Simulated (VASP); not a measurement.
Ti4HBr: single point with PBE

Crystal: Ti4HBr.

```
CELL_PARAMETERS angstrom
0.00000 3.79984 3.79984
3.79984 0.00000 3.79984
3.79984 3.79984 0.00000
ATOMIC_POSITIONS crystal
Ti 0.63571 0.12143 0.12143
Ti 0.12143 0.12143 0.12143
Ti 0.12143 0.63571 0.12143
Ti 0.12143 0.12143 0.63571
H 0.75000 0.75000 0.75000
Br 0.50000 0.50000 0.50000
```

The cell was built from a structure type or drawn by symmetry, and may not be a known phase.

* Program: VASP 6.6.1
* Task: single point
* Functional: PBE
* Potentials or basis: VASP PAW PBE potentials, release 64 (Ti_sv, H, Br)
* Cutoff: 520 eV
* k mesh: 8 × 8 × 8
* Occupations: gaussian, width 0.1 eV
* Spin: no spin polarisation
* Dipole correction: no
* Further INCAR settings: ALGO = Normal; EDIFF = 1e-06; NBANDS = 37

```json
{
 "Pressure": "-0.1 GPa",
 "Largest force": "0.017 eV/Å",
 "Band gap on the k mesh": "zero (bands 28 and 29 overlap by 0.21 eV)"
}
```

Forces on the atoms (eV/Å):
```
Ti   0.010 -0.010 -0.010
Ti   0.010  0.010  0.010
Ti  -0.010  0.010 -0.010
Ti  -0.010 -0.010  0.010
H    0.000  0.000  0.000
Br   0.000  0.000  0.000
```

Levels at points of the mesh, in eV from the Fermi level:
| k point | band 24 | band 25 | band 26 | band 27 | band 28 | band 29 | band 30 | band 31 | band 32 | band 33 |
| --- | --- | --- | --- | --- | --- | --- | --- | --- | --- | --- |
| (0.00, 0.00, 0.00) | -1.66 | -1.66 | -0.51 | -0.51 | -0.09 | -0.09 | -0.09 | 1.08 | 2.38 | 2.38 |
| (0.50, 0.00, 0.00) | -1.12 | -0.76 | -0.23 | -0.23 | -0.15 | 0.12 | 0.54 | 0.54 | 0.75 | 0.75 |
| (0.50, 0.50, 0.00) | -0.69 | -0.58 | -0.58 | -0.29 | 0.12 | 0.49 | 0.53 | 0.62 | 0.62 | 1.04 |

It took 67 s on 1 thread of Intel(R) Xeon(R) 6975P-C (Granite Rapids) (shared host), peak memory 0.29 GiB.
